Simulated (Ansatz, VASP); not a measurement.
# Two plane-wave programs on MoS2

```
CELL_PARAMETERS angstrom
3.13466 0.00000 0.00000
-1.56733 2.71469 0.00000
0.00000 0.00000 23.93758
ATOMIC_POSITIONS crystal
S 0.00000 0.00000 0.18799
S 0.33333 0.66667 0.32245
S 0.33333 0.66667 0.48287
S 0.66667 0.33333 0.61734
Mo 0.66667 0.33333 0.25522
Mo 0.00000 0.00000 0.55011
```

Alike in both runs: task single point; functional PBE; dispersion D3(BJ); k mesh 12 × 12 × 1; occupations gaussian, width 0.1 eV; no spin polarisation.

|  | VASP | Ansatz |
| --- | --- | --- |
| version | VASP 6.6.1 | Ansatz 0.2.0 |
| potentials or method | VASP PAW PBE potentials, release 64 (S, Mo_sv), cutoff 520 eV | scalar-relativistic, plane waves, PAW |
| valence electrons in the cell | 52 | 52 |

|  | VASP | Ansatz | Ansatz less VASP |
| --- | --- | --- | --- |
| gap on the k mesh at the Fermi level (eV) | none | none | - |
| rms of the force components (eV/Å) | 0.019 | 0.020 | +0.0014 |

A gap of «none» marks a metal or a gap that the smearing closes.
